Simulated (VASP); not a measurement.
A run of VASP 6.6.1:

Contents of INCAR:

```
PREC = Accurate ; ENCUT = 520
EDIFF = 1E-7 ; ISMEAR = 0
SIGMA = 0.05 ; LREAL = F
LASPH = T ; NELM = 60
ALGO = Normal ; ISIF = 2
LWAVE = F ; LCHARG = F
GGA = CA ; NBANDS = 16
```

Contents of KPOINTS:

```
Automatic mesh
0
Gamma
  10 10 10
```

POSCAR

```
ZnSe
1.0
    0.0000000000      2.8726240025      2.7577190424
    2.8726240025      0.0000000000      2.7577190424
    2.8726240025      2.8726240025      0.0000000000
Zn Se
1 1
Direct
    0.0000000000      0.0000000000      0.0000000000
    0.7500000000      0.7500000000      0.7500000000
```

Potentials or basis: VASP PAW LDA potentials, release 64 (Zn, Se).

The run is started by

```sh
$ cat potpaw_LDA.64/Zn/POTCAR potpaw_LDA.64/Se/POTCAR > POTCAR
$ mpirun -np 1 vasp_std > vasp.out
```

Hardware: 1 thread of AMD EPYC 7R13, with other jobs on the host.

**Question.** Estimate the wall time of this run.

**Answer.** Wall time 120 s on 1 thread of AMD EPYC 7R13, on a shared host, peak memory 0.17 GiB. Counts: scf iterations 13, k points 102.
